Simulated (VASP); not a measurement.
# Rh (Immm) in VASP: further runs

Runs on Rh. Level: PBE. Tasks: single point.

All numbers are computed with VASP 6.6.1; they aren't measurements. Logs are shortened: lines on timing, memory, paths and dates and some standing lists are left out, and cuts for length are marked.

## 1. The cell of the first run

It takes space group Immm (No. 71, orthorhombic). Conventional cell: a = 2.374 Å, b = 3.187 Å, c = 3.830 Å, α = 90.00°, β = 90.00°, γ = 90.00°. Within 3.1 Å of Rh (site symmetry mmm) lie 10 Rh at 2.37 to 2.76 Å.

## 2. Single point, PBE

INCAR

```
ALGO = Fast
EDIFF = 1E-7
ENCUT = 520
GGA = PE
ISIF = 2
ISMEAR = 0
LASPH = True
LCHARG = False
LREAL = False
LWAVE = False
NBANDS = 14
NELM = 100
PREC = Accurate
SIGMA = 0.15
```

KPOINTS

```
k-points
0
Gamma
  20 20 20
```

POSCAR

```
Rh
1.0
   -0.2872578633      1.9661843218      1.9150524221
    1.9661843218     -0.2872578633      1.9150524221
    1.6789264585      1.6789264585      0.0000000000
Rh
1
Direct
    0.0000000000      0.0000000000      0.0000000000
```

Potentials or basis: VASP PAW PBE potentials, release 64 (Rh_pv).

The run is started by

```sh
cat potpaw_PBE.64/Rh_pv/POTCAR > POTCAR
mpirun -np 1 vasp_std > vasp.out
```

OUTCAR:

```text
EDIFF = 1E-7
   ENCUT = 520
   GGA = PE
   ISIF = 2
   ISMEAR = 0
   LASPH = True
   LREAL = False
   NELM = 100
   PREC = Accurate

 ion  position               nearest neighbor table
   1  0.000  0.000  0.000-

  LATTYP: Found a body centered orthorhombic cell.
 ALAT       =     2.3743605678
 B/A-ratio  =     1.3421923121
 C/A-ratio  =     1.6131100289

  Lattice vectors:

 A1 = (   0.2872578633,  -1.9661843218,  -1.9150524221)
 A2 = (  -0.2872578633,   1.9661843218,  -1.9150524221)
 A3 = (   1.9661843218,  -0.2872578633,   1.9150524221)

Analysis of symmetry for initial positions (statically):
=====================================================================
 Subroutine PRICEL returns:
 Original cell was already a primitive cell.

 Routine SETGRP: Setting up the symmetry group for a
 body centered orthorhombic supercell.

 Subroutine GETGRP returns: Found  8 space group operations
 (whereof  8 operations were pure point group operations)
 out of a pool of  8 trial point group operations.

The static configuration has the point symmetry D_2h.

Analysis of symmetry for dynamics (positions and initial velocities):
=====================================================================
 Subroutine PRICEL returns:
 Original cell was already a primitive cell.

 Routine SETGRP: Setting up the symmetry group for a
 body centered orthorhombic supercell.

 Subroutine GETGRP returns: Found  8 space group operations
 (whereof  8 operations were pure point group operations)
 out of a pool of  8 trial point group operations.

The dynamic configuration has the point symmetry D_2h.

 Subroutine INISYM returns: Found  8 space group operations
 (whereof  8 operations are pure point group operations),
 and found     1 'primitive' translations

----------------------------------------------------------------------------------------

                                     Primitive cell

  volume of cell :      14.4907

  direct lattice vectors                    reciprocal lattice vectors
    -0.287257863  1.966184322  1.915052422    -0.221882773  0.221882773  0.261089459
     1.966184322 -0.287257863  1.915052422     0.221882773 -0.221882773  0.261089459
     1.678926459  1.678926459  0.000000000     0.297809352  0.297809352 -0.261089459

  length of vectors
     2.759678178  2.759678178  2.374360568     0.408205383  0.408205383  0.495528531

  position of ions in fractional coordinates (direct lattice)
     0.000000000  0.000000000  0.000000000

  ion indices of the primitive-cell ions
[... 84 lines left out ...]
   PSTRESS=    0.0 pullay stress
   NELECT =      15.0000    total number of electrons
   NUPDOWN=      -1.0000    fix difference up-down
   EMIN   =  10.00;   EMAX   =-10.00  energy-range for DOS
   EFERMI =   0.00;   METHOD = LEGACY
   ISMEAR =     0;   SIGMA  =   0.15  broadening in eV -4-tet -1-fermi 0-gaus
   EFERMI_NEDOS =   21; number of points for ismear=-14 and -15
   IALGO  =     68    algorithm
   IMIX   =      4    mixing-type and parameters
     AMIX     =   0.40;   BMIX     =  1.00
     AMIX_MAG =   1.60;   BMIX_MAG =  1.00
  volume/ion in A,a.u.               =      14.49        97.79
  Fermi-wavevector in a.u.,A,eV,Ry     =   1.656058  3.129497 37.314381  2.742530
  Thomas-Fermi vector in A             =   2.744048
   LORBIT       =      0    0 simple, 1 ext, 2 COOP (PROOUT), +10 PAW based schemes
   GGA     = PE    functional components
   LHFCALC =     F    Hartree Fock is set to
   AEXX    =    0.0000 exact exchange contribution
   IVDW    =     0    specifies the selected vdW correction
   LEPSILON=     F    determine dielectric tensor
   LRPA    =     F    only Hartree local field effects (RPA)
 non-spin polarized calculation
 RMM-DIIS sequential band-by-band and
 Gauss-broadening in eV      SIGMA  =   0.15
  energy-cutoff  :      520.00
  volume of cell :       14.49
 maximum number of plane-waves:       414
 NGX is ok and might be reduce to    24
   NGX = 11   NGY = 11   NGZ =  9

 number of electron      14.9999997 magnetization

 Free energy of the ion-electron system (eV)
  ---------------------------------------------------
  ext. energy  EPLUGINS =         0.00000000
  ---------------------------------------------------
  free energy    TOTEN  =        -6.69180749 eV

  energy without entropy =       -6.67129458  energy(sigma->0) =       -6.68155104

 E-fermi :  10.8599     XC(G=0): -13.6242

 val. band max:       10.8594121647   @ k =  -0.2000   0.1500   0.0000
 cond. band min:      10.8619566619   @ k =  -0.3000   0.3000   0.0500
 fundamental gap:      0.0025444972
 Fermi energy:        10.8598750333

 k-point     1 :       0.0000    0.0000    0.0000
  band No.  band energies     occupation
      1     -35.2371      2.00000
      2     -35.2332      2.00000
      3     -35.1947      2.00000
      4       3.4620      2.00000
      5       6.5712      2.00000
      6       6.7653      2.00000
      7       9.9992      2.00000
      8      10.6075      1.98265
      9      10.8171      1.31296
     10      26.1748      0.00000
     11      28.1374      0.00000
     12      31.8202      0.00000
     13      33.8063      0.00000
     14      36.7647      0.00000
[... 377 lines left out ...]
      1     -35.6356      2.00000
      2     -35.2438      2.00000
      3     -35.2328      2.00000
      4       4.9918      2.00000
      5       6.7877      2.00000
      6       8.9077      2.00000
      7       9.9974      2.00000
      8      10.4685      1.99978
      9      11.6551      0.00000
     10      19.7260      0.00000
     11      27.8021      0.00000
     12      31.8192      0.00000
     13      32.1331      0.00000
     14      36.4683      0.00000

 [... further k-points ...]

------------------------ aborting loop because EDIFF is reached ----------------------------------------

  FORCE on cell =-STRESS in cart. coord.  units (eV):
  Direction    XX          YY          ZZ          XY          YZ          ZX
  --------------------------------------------------------------------------------------
  -------------------------------------------------------------------------------------
  Total        2.1040218      2.1040218     -0.8881936      3.6704771      0.0000000      0.0000000
  in kB      232.6333971    232.6333971    -98.2040610    405.8301838      0.0000000      0.0000000
  external PRESSURE =     122.3542444 kB  Pullay stress =       0.0000000 kB

 VOLUME and BASIS-vectors are now :
 -----------------------------------------------------------------------------
  energy-cutoff  :      520.00
  volume of cell :       14.49
      direct lattice vectors                 reciprocal lattice vectors
    -0.287257863  1.966184322  1.915052422    -0.221882773  0.221882773  0.261089459
     1.966184322 -0.287257863  1.915052422     0.221882773 -0.221882773  0.261089459
     1.678926459  1.678926459  0.000000000     0.297809352  0.297809352 -0.261089459

 POSITION                                       TOTAL-FORCE (eV/Angst)
 -----------------------------------------------------------------------------------
      0.00000      0.00000      0.00000        -0.000000      0.000000      0.000000
 -----------------------------------------------------------------------------------
    total drift:                               -0.000000     -0.000000     -0.000000

  FREE ENERGIE OF THE ION-ELECTRON SYSTEM (eV)
  ---------------------------------------------------
  free  energy   TOTEN  =        -6.6918074922 eV

  energy  without entropy=       -6.6712945800  energy(sigma->0) =       -6.68155104
```

stdout:

```text
POSCAR found type information on POSCAR Rh
 POSCAR found :  1 types and       1 ions
 scaLAPACK will be used
 LDA part: xc-table for (Slater+PW92), standard interpolation
 POSCAR, INCAR and KPOINTS ok, starting setup
 FFT: planning ... GRIDC
 FFT: planning ... GRID_SOFT
 FFT: planning ... GRID
 WAVECAR not read
 entering main loop
WARNING in EDDRMM: call to ZHEGV failed, returncode =   6  3     13
WARNING in EDDRMM: call to ZHEGV failed, returncode =   6  3     14
WARNING in EDDRMM: call to ZHEGV failed, returncode =   6  3     13
WARNING in EDDRMM: call to ZHEGV failed, returncode =   8  4     12
WARNING in EDDRMM: call to ZHEGV failed, returncode =   8  4     14
WARNING in EDDRMM: call to ZHEGV failed, returncode =   8  4     13
WARNING in EDDRMM: call to ZHEGV failed, returncode =   8  4     14
WARNING in EDDRMM: call to ZHEGV failed, returncode =   8  4     13
WARNING in EDDRMM: call to ZHEGV failed, returncode =   6  3     13
WARNING in EDDRMM: call to ZHEGV failed, returncode =   8  4     13
```

Run time: 6.7 min. Hardware: 1 thread of AMD EPYC 7R43 (Zen 3), shared host; peak memory 0.28 GiB.

What came out:

```
Free energy : -6.6918 eV
Pressure    : 12.2 GPa
```

Stress tensor (GPa, compression positive):
```
23.26 40.58  0.00
40.58 23.26  0.00
 0.00  0.00 -9.82
```

Levels at points of the mesh, in eV from the Fermi level:
| k point | band 5 | band 6 | band 7 | band 8 | band 9 | band 10 |
| --- | --- | --- | --- | --- | --- | --- |
| (0.00, 0.00, 0.00) | -4.29 | -4.09 | -0.86 | -0.25 | -0.04 | 15.31 |
| (0.50, 0.00, 0.00) | -3.96 | -0.97 | -0.63 | -0.17 | 1.23 | 6.46 |
| (0.50, 0.50, 0.00) | -5.47 | 1.01 | 1.20 | 1.25 | 3.57 | 8.12 |
| (0.00, 0.00, 0.50) | -4.43 | -1.51 | 0.26 | 1.44 | 2.67 | 10.88 |
| (0.50, 0.00, 0.50) | -5.46 | -0.13 | 0.65 | 1.68 | 3.79 | 12.29 |

## 3. Single point, PBE

This run uses another cell than the first one, of 14.67 Å³/atom, 1.012 times its volume.

INCAR

```
ALGO     = Fast           # electronic algorithm
EDIFF    = 1E-6           # SCF threshold, eV
ENCUT    = 520            # plane-wave cutoff, eV
GGA      = PE             # functional
ISIF     = 2              # what is computed and relaxed
ISMEAR   = 0              # smearing method
LASPH    = T              # aspherical terms in the spheres
LCHARG   = F              # write CHGCAR
LREAL    = F              # projectors in reciprocal space
LWAVE    = F              # write WAVECAR
NBANDS   = 14             # bands
NELM     = 80             # most SCF steps
PREC     = Accurate       # precision mode
SIGMA    = 0.15           # smearing width, eV
```

KPOINTS is that of step 2.

POSCAR

```
Rh
1.0
   -0.1915052422      1.9661843218      1.9150524221
    1.9661843218     -0.1915052422      1.9150524221
    1.7746790796      1.7746790796      0.0000000000
Rh
1
Direct
    0.0000000000      0.0000000000      0.0000000000
```

Potentials or basis: VASP PAW PBE potentials, release 64 (Rh_pv).

The run is started by

```sh
cat potpaw_PBE.64/Rh_pv/POTCAR > POTCAR
mpirun -np 1 vasp_std > vasp.out
```

Run time: 4.1 min. Hardware: 1 thread of AMD EPYC 7R43 (Zen 3), shared host; peak memory 0.27 GiB.

Results (log left out):

* Free energy: -7.0044 eV
* Pressure: -1.5 GPa

Stress tensor (GPa, compression positive):
```
  2.93  26.01   0.00
 26.01   2.93   0.00
  0.00   0.00 -10.34
```

Levels at points of the mesh, in eV from the Fermi level:
```csv
k point,band 5,band 6,band 7,band 8,band 9,band 10
"(0.00, 0.00, 0.00)",-3.69,-3.40,-1.59,-0.66,-0.28,15.70
"(0.50, 0.00, 0.00)",-3.48,-1.69,-0.25,0.12,0.96,6.88
"(0.50, 0.50, 0.00)",-5.38,0.73,1.00,1.14,3.58,9.45
"(0.00, 0.00, 0.50)",-3.89,-1.86,0.38,1.15,1.96,9.70
"(0.50, 0.00, 0.50)",-5.32,0.07,0.84,1.37,3.38,11.67
```

## 4. Single point, PBE

This run uses another cell than the first one, of 14.77 Å³/atom, 1.019 times its volume.

INCAR

```
SYSTEM = Rh
PREC = Accurate ; ENCUT = 520
EDIFF = 1E-6 ; ISMEAR = 0
SIGMA = 0.15 ; LREAL = .FALSE.
LASPH = .TRUE. ; NELM = 80
ALGO = Fast ; ISIF = 2
LWAVE = .FALSE. ; LCHARG = .FALSE.
GGA = PE ; NBANDS = 14
```

KPOINTS

```
regular mesh
0
G
  20 20 20
  0 0 0
```

POSCAR

```
Rh
1.0
   -0.0957526211      1.9661843218      1.9150524221
    1.9661843218     -0.0957526211      1.9150524221
    1.8704317007      1.8704317007      0.0000000000
Rh
1
Direct
    0.0000000000      0.0000000000      0.0000000000
```

The run is started by

```sh
cat potpaw_PBE.64/Rh_pv/POTCAR > POTCAR
mpirun -np 1 vasp_std > vasp.out
```

Run time: 4.2 min. Hardware: 1 thread of AMD EPYC 7R43 (Zen 3), shared host; peak memory 0.27 GiB.

Results (log left out):

| Quantity | Value |
| --- | --- |
| Free energy | -7.1771 eV |
| Pressure | -9.2 GPa |

Stress tensor (GPa, compression positive):
```
-9.33 13.02  0.00
13.02 -9.33  0.00
 0.00  0.00 -9.00
```

Levels at points of the mesh, in eV from the Fermi level:
```csv
k point,band 3,band 4,band 5,band 6,band 7,band 8,band 9,band 10,band 11,band 12
"(0.00, 0.00, 0.00)",-46.20,-7.40,-3.29,-2.80,-2.25,-0.94,-0.58,15.95,19.47,20.80
"(0.50, 0.00, 0.00)",-46.23,-5.55,-3.06,-2.36,0.08,0.44,0.73,7.33,15.98,20.79
"(0.50, 0.50, 0.00)",-46.41,-5.67,-5.34,0.53,0.88,0.98,3.56,10.92,11.89,14.49
"(0.00, 0.00, 0.50)",-46.30,-5.51,-3.43,-2.26,0.46,0.80,1.33,8.71,15.09,19.08
"(0.50, 0.00, 0.50)",-46.38,-5.64,-5.29,0.28,0.94,1.01,3.11,11.27,13.04,13.22
```

## 5. Summary

| cell | further INCAR settings | gap on the mesh (eV) | pressure (GPa) |
| --- | --- | --- | --- |
| a = 2.760, b = 2.760, c = 2.374 Å, angles 64.5, 64.5, 70.5°, 1 atom | ALGO = Fast; EDIFF = 1e-07; NBANDS = 14 | none | 12.2 |
| a = 2.751, b = 2.751, c = 2.510 Å, angles 62.9, 62.9, 67.4°, 1 atom | ALGO = Fast; EDIFF = 1e-06; NBANDS = 14 | none | -1.5 |
| a = 2.746, b = 2.746, c = 2.645 Å, angles 61.2, 61.2, 64.1°, 1 atom | ALGO = Fast; EDIFF = 1e-06; NBANDS = 14 | none | -9.2 |

Alike in all rows: task single point; level PBE; potentials or basis VASP PAW PBE potentials, release 64 (Rh_pv); no spin polarisation; k mesh 20 × 20 × 20; cutoff (eV) 520; smearing gaussian 0.15 eV.

Total energies depend on the potentials used, so only differences within one code and one set of settings carry meaning.
